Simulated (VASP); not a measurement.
Here is a VASP 6.6.1 calculation.

Contents of INCAR:

```
PREC = Accurate
ENCUT = 520
EDIFF = 1E-6
ISMEAR = 0
SIGMA = 0.1
LREAL = False
LASPH = True
NELM = 100
ALGO = Normal
ISIF = 2
LWAVE = False
LCHARG = False
GGA = PE
NBANDS = 51
```

KPOINTS

```
Automatic mesh
0
Gamma
  12 12 4
```

POSCAR

```
SnGe2
1.0
    4.1575323609      0.0000000000      0.0000000000
   -2.0787661804      3.6005286416      0.0000000000
    0.0000000000      0.0000000000     10.2169406262
Sn Ge
2 4
Direct
    0.0000000000      0.0000000000      0.8642383452
    0.0000000000      0.0000000000      0.1357616548
    0.3333333333      0.6666666667      0.7728306474
    0.6666666667      0.3333333333      0.2271693526
    0.3333333333      0.6666666667      0.5353251630
    0.6666666667      0.3333333333      0.4646748370
```

Potentials or basis: VASP PAW PBE potentials, release 64 (Sn_d, Ge_d).

Command:

```bash
$ cat potpaw_PBE.64/Sn_d/POTCAR potpaw_PBE.64/Ge_d/POTCAR > POTCAR
$ mpirun -np 1 vasp_std > vasp.out
```

Q: What does it give for the band gap on the k mesh?

A: Zero (bands 42 and 43 overlap by 0.46 eV).

Q: What does it give for the pressure?

A: 5.7 GPa.

Forces in eV/Å, atoms in the order of the input:
```
Sn   0.000  0.000 -0.002
Sn   0.000  0.000  0.002
Ge   0.000  0.000  0.002
Ge   0.000  0.000 -0.002
Ge   0.000  0.000  0.002
Ge   0.000  0.000 -0.002
```

Caveat: the cell stands under pressure; semilocal functionals underestimate gaps, and a narrow one can read as zero; spin-orbit coupling is left out, which moves the levels of the heavy elements.
